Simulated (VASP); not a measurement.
**MnO: relaxation of shape and atoms at fixed volume with PBE+U**

MnO:

```
Mn O
1.0
     0.00000    2.26960    2.26960
     2.26960    0.00000    2.26960
     4.48017    4.48017    0.05902
Mn O
2 2
Direct
  0.00000 0.00000 0.00000
  0.00000 0.00000 0.50000
  0.50000 0.50000 0.25000
  0.50000 0.50000 0.75000
```

```json
{
  "Program": "VASP 6.6.1",
  "Task": "relaxation of shape and atoms at fixed volume",
  "Functional": "PBE",
  "Potentials or basis": "VASP PAW PBE potentials, release 64 (Mn_pv, O)",
  "Cutoff": "600 eV",
  "k mesh": "12 × 12 × 6",
  "Occupations": "gaussian, width 0.05 eV",
  "Spin": "collinear spin, antiferromagnetic start",
  "Starting moments": "[4.7, -4.7, 0.0, 0.0] μB",
  "Hubbard terms": "Mn d U = 3.9 eV",
  "Dipole correction": "no",
  "Further INCAR settings": "ALGO = Normal; EDIFF = 1e-06; IBRION = 2; EDIFFG = -0.01; NSW = 60; ISIF = 4"
}
```

```
Pressure after relaxing                               : -1.7 GPa
Band gap on the k mesh                                : 1.62 eV
Net moment                                            : 0.00 μB per cell
Site moments                                          : Mn +4.58, -4.58; O +0.00 μB
Valence electrons inside the program's atomic spheres : Mn 11.31; O 4.98
```

Final structure:
```cif
data_structure
_symmetry_space_group_name_H-M 'P 1'
_symmetry_Int_Tables_number 1
_cell_length_a 3.2097
_cell_length_b 3.2097
_cell_length_c 6.3362
_cell_angle_alpha 59.565
_cell_angle_beta 59.565
_cell_angle_gamma 60.000
_cell_volume 45.85
loop_
_atom_site_label
_atom_site_type_symbol
_atom_site_fract_x
_atom_site_fract_y
_atom_site_fract_z
_atom_site_occupancy
Mn1 Mn 0.00000 0.00000 0.00000 1
Mn2 Mn 0.00000 0.00000 0.50000 1
O1 O 0.50000 0.50000 0.25000 1
O2 O 0.50000 0.50000 0.75000 1
```

Levels at points of the mesh, in eV from the valence-band top:
Spin up:
```csv
k point,band 15,band 16,band 17,band 18,band 19,band 20,band 21,band 22,band 23
"(0.00, 0.00, 0.00)",-1.58,-1.58,-1.47,-0.56,-0.56,1.62,4.75,4.81,4.81
"(0.50, 0.00, 0.00)",-2.48,-2.37,-2.00,-0.36,-0.28,3.90,5.52,5.56,5.67
"(0.00, 0.00, 0.50)",-2.22,-2.22,-2.08,0.00,0.00,3.84,4.00,4.75,4.79
"(0.50, 0.00, 0.50)",-2.67,-2.37,-1.82,-0.57,-0.26,3.70,5.33,5.65,5.69
```
Spin down:
```csv
k point,band 15,band 16,band 17,band 18,band 19,band 20,band 21,band 22,band 23
"(0.00, 0.00, 0.00)",-1.58,-1.58,-1.47,-0.56,-0.56,1.62,4.75,4.81,4.81
"(0.50, 0.00, 0.00)",-2.48,-2.37,-2.00,-0.36,-0.28,3.90,5.52,5.56,5.67
"(0.00, 0.00, 0.50)",-2.22,-2.22,-2.08,0.00,0.00,3.84,4.00,4.75,4.75
"(0.50, 0.00, 0.50)",-2.67,-2.37,-1.82,-0.57,-0.26,3.70,5.33,5.65,5.69
```

Eigenvalues of the final occupation matrices:
```
    site  spin  trace               eigenvalues
site 1 d     1   4.75  0.94 0.94 0.94 0.97 0.97
site 1 d     2   0.21  0.02 0.02 0.02 0.07 0.07
site 2 d     1   0.21  0.02 0.02 0.02 0.07 0.07
site 2 d     2   4.75  0.94 0.94 0.94 0.97 0.97
```

Wall time 9.3 min on 1 thread of Oxide Virtual Turin-like Processor, with other jobs on the host, peak memory 0.32 GiB.

Caveat: the relaxation stopped at its first step, so nothing moved. A k mesh can miss the band edges.
